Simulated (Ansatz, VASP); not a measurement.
**One calculation of KTaO3, two programs**

```xyz
5
Lattice="3.9883 0.0199 0.0199 0.0199 3.9883 0.0199 0.0199 0.0199 3.9883" Properties=species:S:1:pos:R:3 pbc="T T T"
K     2.0141    2.0141    2.0141
Ta    0.0000    0.0000    0.0000
O     1.9942    0.0100    0.0100
O     0.0100    1.9942    0.0100
O     0.0100    0.0100    1.9942
```

Change from the starting cell: equal xy, yz and zx shear strains of +1 %.

Alike in both runs: task single point; functional LDA; k mesh 5 × 5 × 5; occupations fermi-dirac, width 0.01 eV; no spin polarisation.

|  | VASP | Ansatz |
| --- | --- | --- |
| version | VASP 6.6.1 | Ansatz 0.2.0 |
| potentials or method | VASP PAW LDA potentials, release 64 (K_sv, Ta_pv, O), cutoff 520 eV | all-electron LAPW, scalar-relativistic |

|  | VASP | Ansatz | Ansatz less VASP |
| --- | --- | --- | --- |
| gap on the k mesh at the Fermi level (eV) | 2.11 | 2.17 | +0.057 |
| pressure (GPa) | -4.4 | -5.5 | -1.10 |
| traceless stress, the component that is largest in VASP (GPa) | -0.99 | -0.99 | -0.001 |

LDA's correlation is that of Perdew and Zunger in VASP and of Perdew and Wang (1992) in Ansatz. Ansatz ran all-electron here, and VASP with PAW potentials.

Neither program's run includes spin-orbit coupling.
